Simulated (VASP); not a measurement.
Runs of VASP 6.6.1 on Zn2Ag3. The structure is that of space group Pm-3m (No. 221), or close to it. The cells are those of the table. 

```csv
task,cell,k mesh,cutoff (eV),gap on the mesh (eV),pressure (GPa)
single point,"a = 4.857 Å, 5 atoms",8 × 8 × 8,520,none,0.1
relaxation of cell and atoms,"relaxed from a = 4.602 Å, 5 atoms",4 × 4 × 4,600,none,0.1
relaxation of cell and atoms,"relaxed from a = 4.859 Å, 5 atoms",8 × 8 × 8,600,none,0.0
single point,"a = 4.602 Å, 5 atoms",4 × 4 × 4,520,none,(a)
single point,"a = 4.859 Å, 5 atoms",4 × 4 × 4,520,none,0.2
```

Alike in all rows: level PBE; potentials or basis VASP PAW PBE potentials, release 64 (Zn, Ag); no spin polarisation; smearing gaussian 0.1 eV.

Question: Fill in the values left out.

Answer: (a) 10.6.

Caveats: the relaxation stopped at its first step, so nothing moved (some runs).

A k mesh can miss the band edges, and the runs leave out spin-orbit coupling on Ag.

A gap of «none» marks levels without a gap at the run's occupations.
